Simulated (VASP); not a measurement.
# Ge: density of states with PBE

Ge:

```
CELL_PARAMETERS angstrom
0.00000 2.88054 2.88054
2.88054 0.00000 2.88054
2.88054 2.88054 0.00000
ATOMIC_POSITIONS crystal
Ge 0.00000 0.00000 0.00000
Ge 0.25000 0.25000 0.25000
```

```json
{"Program": "VASP 6.6.1", "Task": "density of states", "Functional": "PBE", "Potentials or basis": "VASP PAW PBE potentials, release 64 (Ge_d)", "Cutoff": "520 eV", "k mesh": "14 × 14 × 14", "Occupations": "gaussian, width 0.1 eV", "Spin": "no spin polarisation", "Dipole correction": "no", "k mesh for the DOS": "21 × 21 × 21", "Occupations for the DOS": "tetrahedron", "Further INCAR settings": "ALGO = Normal; EDIFF = 1e-07"}
```

| Quantity | Value |
| --- | --- |
| Valence electrons inside the program's atomic spheres | Ge 12.36 |

Levels at points of the mesh, in eV from the Fermi level:
```tsv
k point	band 12	band 13	band 14	band 15	band 16	band 17
(0.00, 0.00, 0.00)	-0.45	0.00	0.00	0.00	2.53	2.53
```

It took 3.3 min on 1 thread of Intel(R) Xeon(R) Platinum 8375C CPU @ 2.90GHz (Ice Lake), on a shared host, peak memory 0.3 GiB.
